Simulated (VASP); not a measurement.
LiF: single point with LDA

Crystal: LiF.

```
CELL_PARAMETERS angstrom
-0.00001 1.95446 1.95446
1.95446 -0.00001 1.95446
1.95446 1.95446 -0.00001
ATOMIC_POSITIONS crystal
Li 0.00000 0.00000 0.00000
F 0.50000 0.50000 0.50000
```

```json
{
  "Program": "VASP 6.6.1",
  "Task": "single point",
  "Functional": "LDA",
  "Potentials or basis": "VASP PAW LDA potentials, release 64 (Li_sv, F)",
  "Cutoff": "520 eV",
  "k mesh": "10 × 10 × 10, shifted",
  "Occupations": "fermi-dirac, width 0.1 eV",
  "Spin": "no spin polarisation",
  "Dipole correction": "no",
  "Further INCAR settings": "ALGO = Normal; EDIFF = 1e-06; NBANDS = 12; ISYM = 0"
}
```

The band gap on the k mesh is 9.77 eV.

Levels at points of the mesh, in eV from the valence-band top:
| k point | band 1 | band 2 | band 3 | band 4 | band 5 | band 6 | band 7 | band 8 | band 9 | band 10 |
| --- | --- | --- | --- | --- | --- | --- | --- | --- | --- | --- |
| (0.05, 0.05, 0.05) | -39.59 | -19.81 | -0.08 | 0.00 | 0.00 | 9.77 | 23.24 | 24.01 | 24.01 | 25.35 |

Run time: 6.9 min on 1 thread of Intel Xeon 8259CL, with other jobs on the host, peak memory 0.4 GiB.

Caveat: a shifted mesh leaves out Γ, where band edges can lie. A k mesh can miss the band edges.
